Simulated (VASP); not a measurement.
Here is a VASP 6.6.1 calculation.

The input POSCAR:

```
HfO2
1.0
    0.0000000000      2.5291823175      2.5291823175
    2.5291823175      0.0000000000      2.5291823175
    2.5291823175      2.5291823175      0.0000000000
Hf O
1 2
Direct
    0.0000000000      0.0000000000      0.0000000000
    0.2500000000      0.2500000000      0.2500000000
    0.7500000000      0.7500000000      0.7500000000
```

Contents of INCAR.step1:

```
SYSTEM = HfO2
  PREC = Accurate
  ENCUT = 520
  ISMEAR = 0
  SIGMA = 0.01
  LREAL = .False.
  LASPH = .True.
  NELM = 80
  NBANDS = 18
  GGA = PE
  ALGO = Normal
  EDIFF = 1E-4
  LWAVE = .True.
  LCHARG = .False.
```

File INCAR.step2:

```
SYSTEM = HfO2
  PREC = Accurate
  ENCUT = 520
  EDIFF = 1E-6
  ISMEAR = 0
  SIGMA = 0.01
  LREAL = .False.
  LASPH = .True.
  NELM = 80
  ALGO = Normal
  ISIF = 2
  LWAVE = .False.
  LCHARG = .True.
  METAGGA = R2SCAN
  LMIXTAU = .True.
  LELF = .True.
  LVHAR = .True.
  NBANDS = 18
  ISTART = 1
```

File KPOINTS:

```
regular mesh
0
Gamma
  8 8 8
  0 0 0
```

Potentials or basis: VASP PAW PBE potentials, release 64 (Hf_pv, O).

The run is started by

```bash
$ cat potpaw_PBE.64/Hf_pv/POTCAR potpaw_PBE.64/O/POTCAR > POTCAR
$ cp INCAR.step1 INCAR
$ mpirun -np 1 vasp_std > vasp.out
$ cp INCAR.step2 INCAR
$ mpirun -np 1 vasp_std > vasp.out
```

Predict the pressure.

-3.9 GPa.

Estimate the band gap on the k mesh.

4.32 eV, direct.

Caveat: the PAW data sets were made with another functional, which shifts forces and pressure a little; spin-orbit coupling is left out, which moves the levels of the heavy elements. A k mesh can miss the band edges.
